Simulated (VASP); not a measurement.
# H2C18O in VASP: a series of runs, part 3 of 3

VASP 6.6.1. Earlier steps stand in the parts before.

## 5. Single point, LDA

INCAR reads:

```
PREC     = Accurate       # precision mode
ENCUT    = 520            # plane-wave cutoff, eV
EDIFF    = 1E-6           # SCF threshold, eV
ISMEAR   = 0              # smearing method
SIGMA    = 0.05           # smearing width, eV
LREAL    = Auto         
LASPH    = T              # aspherical terms in the spheres
NELM     = 80             # most SCF steps
ALGO     = Normal         # electronic algorithm
ISIF     = 2              # what is computed and relaxed
LWAVE    = F              # write WAVECAR
LCHARG   = F              # write CHGCAR
NBANDS   = 56             # bands
```

KPOINTS reads:

```
regular mesh
0
Gamma
  2 2 1
```

POSCAR reads:

```
H2C18O
1.0
    7.3980000000      0.0000000000      0.0000000000
   -3.6990000000      6.4068560000      0.0000000000
    0.0000000000      0.0000000000     13.0000000000
C O H
18 1 2
Direct
   -0.0068990002     -0.0001529611      0.0543909231
    0.2147724480      0.1107479238      0.0546050769
   -0.0084125243      0.3338781143      0.0545177692
    0.2165081363      0.4463744776      0.0545340769
   -0.0061133573      0.6688581732      0.0541464615
    0.2141776914      0.7788728200      0.0541502308
    0.3250727862      0.0004115903      0.0543411538
    0.5500221757      0.1130613830      0.0544726923
    0.3273663799      0.3357846657      0.0546244615
    0.5476387984      0.4457926009      0.0545183077
    0.3267329446      0.6666727019      0.0544072308
    0.5480945067      0.7773071535      0.0544520000
    0.6605650464      0.0021857835      0.0544704615
    0.8808845354      0.1124595277      0.0544950000
    0.6600895668      0.3333332293      0.0544866154
    0.8814898251      0.4440539947      0.0544196923
    0.6582920597      0.6672161822      0.0544032308
    0.8831068470      0.7795364840      0.0541930000
    1.1500330219      0.8917186526      0.2834121538
    1.1972543378      0.9813429551      0.2227813077
    1.1036526886      0.9610926170      0.3311018462
```

Potentials or basis: VASP PAW LDA potentials, release 64 (C, O, H).

Started as:

```bash
cat potpaw_LDA.64/C/POTCAR potpaw_LDA.64/O/POTCAR potpaw_LDA.64/H/POTCAR > POTCAR
mpirun -np 1 vasp_std > vasp.out
```

OUTCAR:

```text
PREC = Accurate
   ENCUT = 520
   EDIFF = 1E-6
   ISMEAR = 0
   LREAL = Auto
   LASPH = T
   NELM = 80
   ISIF = 2

 ion  position               nearest neighbor table
   1  0.993  1.000  0.054-  18 1.41   2 1.42  14 1.44
   2  0.215  0.111  0.055-   7 1.41   1 1.42   9 1.44
   3  0.992  0.334  0.055-  16 1.41  14 1.42   4 1.44
   4  0.217  0.446  0.055-  11 1.41   9 1.42   3 1.44
   5  0.994  0.669  0.054-   6 1.41  18 1.42  16 1.44
   6  0.214  0.779  0.054-   5 1.41   7 1.42  11 1.44
[... 10 lines left out ...]
  17  0.658  0.667  0.054-  12 1.41  10 1.42  18 1.44
  18  0.883  0.780  0.054-   1 1.41   5 1.42  17 1.44
  19  0.150  0.892  0.283-  21 0.97  20 0.98
  20  0.197  0.981  0.223-  19 0.98
  21  0.104  0.961  0.331-  19 0.97

  LATTYP: Found a hexagonal cell.
 ALAT       =     7.3980000000
 C/A-ratio  =     1.7572316842

  Lattice vectors:

 A1 = (   7.3980000000,   0.0000000000,   0.0000000000)
 A2 = (  -3.6990000000,   6.4068560000,   0.0000000000)
 A3 = (   0.0000000000,   0.0000000000,  13.0000000000)

Analysis of symmetry for initial positions (statically):
=====================================================================
 Subroutine PRICEL returns:
 Original cell was already a primitive cell.

 Routine SETGRP: Setting up the symmetry group for a
 hexagonal supercell.

 Subroutine GETGRP returns: Found  1 space group operations
 (whereof  1 operations were pure point group operations)
 out of a pool of 24 trial point group operations.

The static configuration has the point symmetry C_1 .

Analysis of symmetry for dynamics (positions and initial velocities):
=====================================================================
 Subroutine PRICEL returns:
 Original cell was already a primitive cell.

[... 146 lines left out ...]
  Fermi-wavevector in a.u.,A,eV,Ry     =   0.828967  1.566521  9.349739  0.687186
  Thomas-Fermi vector in A             =   1.941434
   LORBIT       =      0    0 simple, 1 ext, 2 COOP (PROOUT), +10 PAW based schemes
   GGA     = CA    functional components
   LHFCALC =     F    Hartree Fock is set to
   AEXX    =    0.0000 exact exchange contribution
   IVDW    =     0    specifies the selected vdW correction
   LEPSILON=     F    determine dielectric tensor
   LRPA    =     F    only Hartree local field effects (RPA)
 non-spin polarized calculation
 Gauss-broadening in eV      SIGMA  =   0.05
  energy-cutoff  :      520.00
  volume of cell :      616.17
 maximum number of plane-waves:     16651
 NGX is ok and might be reduce to    56
   NGX = 27   NGY = 27   NGZ = 49

 number of electron      80.0000001 magnetization

 Free energy of the ion-electron system (eV)
  ---------------------------------------------------
  ext. energy  EPLUGINS =         0.00000000
  ---------------------------------------------------
  free energy    TOTEN  =      -196.05306434 eV

  energy without entropy =     -196.05281702  energy(sigma->0) =     -196.05294068

 E-fermi :  -2.1587     XC(G=0):  -3.8267

 val. band max:       -2.2607799270   @ k =   0.0000   0.0000   0.0000
 cond. band min:      -2.0549510423   @ k =   0.0000   0.0000   0.0000
 fundamental gap:      0.2058288847
 Fermi energy:        -2.1586982979

 k-point     1 :       0.0000    0.0000    0.0000
  band No.  band energies     occupation
      1     -22.4413      2.00000
      2     -21.4539      2.00000
      3     -18.9913      2.00000
      4     -18.9629      2.00000
      5     -18.8742      2.00000
      6     -18.8489      2.00000
[... 209 lines left out ...]
     51       3.7909      0.00000
     52       3.9414      0.00000
 [bands above 52 left out]

------------------------ aborting loop because EDIFF is reached ----------------------------------------

  FORCE on cell =-STRESS in cart. coord.  units (eV):
  Direction    XX          YY          ZZ          XY          YZ          ZX
  --------------------------------------------------------------------------------------
  -------------------------------------------------------------------------------------
  Total       -8.8634985     -8.8889694      0.0420399     -0.0175416     -0.0386811     -0.1045587
  in kB      -23.0469317    -23.1131613      0.1093124     -0.0456119     -0.1005788     -0.2718742
  external PRESSURE =     -15.3502602 kB  Pullay stress =       0.0000000 kB

 VOLUME and BASIS-vectors are now :
 -----------------------------------------------------------------------------
  energy-cutoff  :      520.00
  volume of cell :      616.17
      direct lattice vectors                 reciprocal lattice vectors
     7.398000000  0.000000000  0.000000000     0.135171668  0.078041398  0.000000000
    -3.699000000  6.406856000  0.000000000     0.000000000  0.156082796  0.000000000
     0.000000000  0.000000000 13.000000000     0.000000000  0.000000000  0.076923077

 POSITION                                       TOTAL-FORCE (eV/Angst)
 -----------------------------------------------------------------------------------
      3.64853      6.40588      0.70708         0.001083     -0.001088     -0.001135
      1.17923      0.70955      0.70987        -0.010459     -0.017052      0.004850
      6.10075      2.13911      0.70873         0.004122      0.012161      0.000326
     -0.04941      2.85986      0.70894        -0.007598      0.005726      0.004129
      4.87867      4.28528      0.70390        -0.003226      0.002819     -0.000244
     -1.29656      4.99013      0.70395        -0.004626     -0.007638     -0.002830
[... 13 lines left out ...]
     -2.17070      6.28732      2.89616         0.031631      0.086450     -0.179774
     -2.78826      6.15758      4.30432        -0.118088      0.060195      0.155300
 -----------------------------------------------------------------------------------
    total drift:                                0.002380      0.013582      0.043263

  FREE ENERGIE OF THE ION-ELECTRON SYSTEM (eV)
  ---------------------------------------------------
  free  energy   TOTEN  =      -196.0530643387 eV

  energy  without entropy=     -196.0528170174  energy(sigma->0) =     -196.05294068
```

OSZICAR:

```text
N       E                     dE             d eps       ncg     rms          rms(c)
DAV:   1     0.652040452116E+03    0.65204E+03   -0.31874E+04   456   0.112E+03
DAV:   2    -0.103483970901E+03   -0.75552E+03   -0.72256E+03   672   0.279E+02
DAV:   3    -0.207709076970E+03   -0.10423E+03   -0.10363E+03   544   0.107E+02
[... 14 lines left out ...]
DAV:  18    -0.196052989790E+03   -0.15685E-03   -0.10155E-05   456   0.711E-03    0.182E-03
DAV:  19    -0.196053048265E+03   -0.58475E-04   -0.39041E-06   432   0.429E-03    0.930E-04
DAV:  20    -0.196053061048E+03   -0.12783E-04   -0.76367E-07   376   0.218E-03    0.397E-04
DAV:  21    -0.196053063637E+03   -0.25894E-05   -0.23593E-07   336   0.120E-03    0.147E-04
DAV:  22    -0.196053064339E+03   -0.70149E-06   -0.65872E-08   344   0.654E-04
   1 F= -.19605306E+03 E0= -.19605294E+03  d E =-.247321E-03
```

Run time: 7.3 min. Hardware: 1 thread of Oxide Virtual Turin-like, shared host; peak memory 0.48 GiB.

What came out:

* Free energy: -196.0531 eV
* Largest force: 0.204 eV/Å
* Band gap on the k mesh: 0.21 eV, direct

Forces on the atoms (eV/Å):
```
C    0.001 -0.001 -0.001
C   -0.010 -0.017  0.005
C    0.004  0.012  0.000
C   -0.008  0.006  0.004
C   -0.003  0.003  0.000
C   -0.005 -0.008 -0.003
C   -0.009 -0.014  0.007
C    0.008 -0.004 -0.001
C   -0.008  0.005 -0.001
C    0.012  0.012  0.000
C   -0.012 -0.008  0.000
C    0.005  0.007 -0.001
C    0.003 -0.001  0.004
C    0.000 -0.010  0.001
C    0.003  0.014  0.001
C    0.001  0.012  0.000
C    0.009  0.000  0.001
C    0.009 -0.005 -0.002
O    0.086 -0.149  0.011
H    0.032  0.086 -0.180
H   -0.118  0.060  0.155
```

Levels at points of the mesh, in eV from the valence-band top:
| k point | band 37 | band 38 | band 39 | band 40 | band 41 | band 42 | band 43 | band 44 |
| --- | --- | --- | --- | --- | --- | --- | --- | --- |
| (0.00, 0.00, 0.00) | -2.93 | -2.43 | -0.02 | 0.00 | 0.21 | 0.22 | 3.30 | 4.40 |
| (0.50, 0.00, 0.00) | -2.53 | -2.51 | -2.37 | -2.21 | 1.73 | 2.53 | 2.58 | 2.62 |
| (0.00, 0.50, 0.00) | -2.56 | -2.51 | -2.36 | -2.23 | 1.73 | 2.53 | 2.59 | 2.61 |
| (0.50, 0.50, 0.00) | -2.56 | -2.53 | -2.34 | -2.24 | 1.72 | 2.54 | 2.56 | 2.63 |

Caveat: the k points lie up to 0.49 Å⁻¹ apart.

## 6. Single point, LDA

INCAR reads:

```
PREC = Accurate
ENCUT = 520
EDIFF = 1E-7
ISMEAR = 0
SIGMA = 0.05
LREAL = Auto
LASPH = True
NELM = 60
ALGO = Normal
ISIF = 2
LWAVE = False
LCHARG = True
LELF = True
LVHAR = True
NBANDS = 56
```

KPOINTS is that of step 5.

POSCAR reads:

```
H2C18O
1.0
    7.3980000000      0.0000000000      0.0000000000
   -3.6990000000      6.4068560000      0.0000000000
    0.0000000000      0.0000000000     13.0000000000
C O H
18 1 2
Direct
   -0.0003704382      0.0067306023      0.0542054615
    0.2198745007      0.1170244813      0.0543379231
   -0.0026413522      0.3394769603      0.0544585385
    0.2222454381      0.4518904436      0.0544647692
   -0.0011063693      0.6750292187      0.0541723077
    0.2204518680      0.7856788103      0.0542947692
    0.3307610422      0.0062668804      0.0545237692
    0.5558443524      0.1187254716      0.0545819231
    0.3324952164      0.3418617494      0.0544666923
    0.5539617470      0.4526012447      0.0545146923
    0.3331376071      0.6733482070      0.0544478462
    0.5533877578      0.7835362618      0.0544824615
    0.6658591209      0.0084624971      0.0545123077
    0.8873040222      0.1192392962      0.0544159231
    0.6664421849      0.3401963459      0.0545293077
    0.8866759033      0.4502339369      0.0544200769
    0.6641271546      0.6728350067      0.0544446154
    0.8889394796      0.7852587915      0.0541879231
    1.1172087802      0.8556416751      0.2839417692
    1.2045634660      0.8949628336      0.2225022308
    1.1918339069      0.9715475110      0.3310183077
```

Potentials or basis: VASP PAW LDA potentials, release 64 (C, O, H).

Started as:

```bash
cat potpaw_LDA.64/C/POTCAR potpaw_LDA.64/O/POTCAR potpaw_LDA.64/H/POTCAR > POTCAR
mpirun -np 1 vasp_std > vasp.out
```

It took 8.4 min on 1 thread of Oxide Virtual Turin-like, shared host; peak memory 0.48 GiB.

Results (log left out):

* Free energy: -196.0528 eV
* Largest force: 0.226 eV/Å
* Band gap on the k mesh: 0.21 eV, direct

Forces in eV/Å, atoms in the order of the input:
```
C   -0.010  0.011 -0.003
C   -0.001  0.008  0.003
C    0.006  0.005  0.006
C   -0.007 -0.001 -0.003
C    0.010 -0.012  0.003
C    0.013 -0.005  0.004
C    0.006  0.012  0.002
C   -0.005 -0.011 -0.001
C   -0.008 -0.012  0.000
C    0.002  0.001 -0.002
C   -0.012 -0.002 -0.001
C    0.009  0.008  0.004
C    0.002 -0.009 -0.001
C    0.008 -0.012  0.001
C   -0.008 -0.001 -0.001
C    0.006  0.008  0.001
C   -0.002  0.008 -0.001
C   -0.011  0.003  0.003
O   -0.067 -0.133 -0.014
H    0.076 -0.006 -0.177
H   -0.007  0.140  0.178
```

Levels at points of the mesh, in eV from the valence-band top:
```
           k point  band 37  band 38  band 39  band 40  band 41  band 42  band 43  band 44
(0.00, 0.00, 0.00)    -2.93    -2.42    -0.02     0.00     0.21     0.22     3.31     4.40
(0.50, 0.00, 0.00)    -2.56    -2.51    -2.35    -2.23     1.73     2.54     2.59     2.61
(0.00, 0.50, 0.00)    -2.56    -2.53    -2.34    -2.23     1.72     2.54     2.56     2.63
(0.50, 0.50, 0.00)    -2.53    -2.51    -2.37    -2.21     1.73     2.53     2.58     2.62
```

Caveat: the k points lie up to 0.49 Å⁻¹ apart.
